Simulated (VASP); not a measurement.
A run of VASP 6.6.1 is set up as follows.

INCAR

```
SYSTEM = H3C18N
  PREC = Accurate
  ENCUT = 520
  EDIFF = 1E-7
  ISMEAR = 0
  SIGMA = 0.05
  LREAL = Auto
  LASPH = .TRUE.
  NELM = 100
  ALGO = Normal
  ISIF = 2
  LWAVE = .FALSE.
  LCHARG = .TRUE.
  GGA = PE
  IVDW = 12
  LELF = .TRUE.
  LVHAR = .TRUE.
  NBANDS = 57
```

The input KPOINTS:

```
Automatic mesh
0
G
  2 2 1
  0 0 0
```

POSCAR

```
H3C18N
1.0
    7.3980000000      0.0000000000      0.0000000000
   -3.6990000000      6.4068560000      0.0000000000
    0.0000000000      0.0000000000     12.0000000000
C N H
18 1 3
Direct
    0.0012430826     -0.0057411935      0.0578866667
    0.2221836605      0.1047460720      0.0580390833
   -0.0007117345      0.3276881828      0.0578293333
    0.2242333743      0.4401923502      0.0580002500
    0.0013637385      0.6631305589      0.0573946667
    0.2221558337      0.7734584639      0.0578674167
    0.3326179218     -0.0055927588      0.0580685833
    0.5575620585      0.1068272800      0.0580162500
    0.3346858032      0.3297060212      0.0580400833
    0.5554948438      0.4401940671      0.0577738333
    0.3346729000      0.6609889468      0.0580011667
    0.5556286585      0.7714616967      0.0579962500
    0.6680659371     -0.0036275203      0.0580607500
    0.8888133402      0.1067364398      0.0580062500
    0.6679485499      0.3276372998      0.0576634167
    0.8889402675      0.4381333059      0.0574450000
    0.6660249553      0.6611453418      0.0577070000
    0.8908813742      0.7735745895      0.0575400000
    0.8340239028      0.5827101468      0.3354366667
    0.8282629566      0.5288108551      0.4145113333
    0.7121634402      0.4641568345      0.2935350833
    0.9660480686      0.5964292002      0.3001804167
```

Potentials or basis: VASP PAW PBE potentials, release 64 (C, N, H).

Run with:

```bash
$ cat potpaw_PBE.64/C/POTCAR potpaw_PBE.64/N/POTCAR potpaw_PBE.64/H/POTCAR > POTCAR
$ mpirun -np 1 vasp_std > vasp.out
```

Question: Predict the largest force.

Answer: 0.062 eV/Å.

Question: Estimate the dispersion energy per atom.

Answer: -0.080 eV.

Question: What does it give for the band gap on the k mesh?

Answer: 0.21 eV, direct.

Forces in eV/Å, atoms in the order of the input:
```
C   -0.011 -0.006  0.001
C    0.006  0.016  0.001
C    0.010  0.016  0.003
C   -0.002 -0.001 -0.002
C    0.009 -0.008  0.005
C    0.002 -0.010  0.002
C    0.003  0.007  0.000
C   -0.013  0.004  0.001
C    0.006 -0.006 -0.001
C   -0.004 -0.013 -0.003
C   -0.010 -0.007 -0.002
C    0.009  0.006  0.006
C    0.005 -0.007 -0.002
C    0.005 -0.007  0.002
C   -0.016  0.003  0.003
C    0.006  0.005 -0.003
C    0.004  0.003  0.000
C   -0.009  0.004 -0.001
N    0.038 -0.047  0.016
H   -0.019  0.019  0.008
H   -0.021  0.003 -0.017
H    0.000  0.026 -0.016
```

Caveat: the k points lie up to 0.49 Å⁻¹ apart.
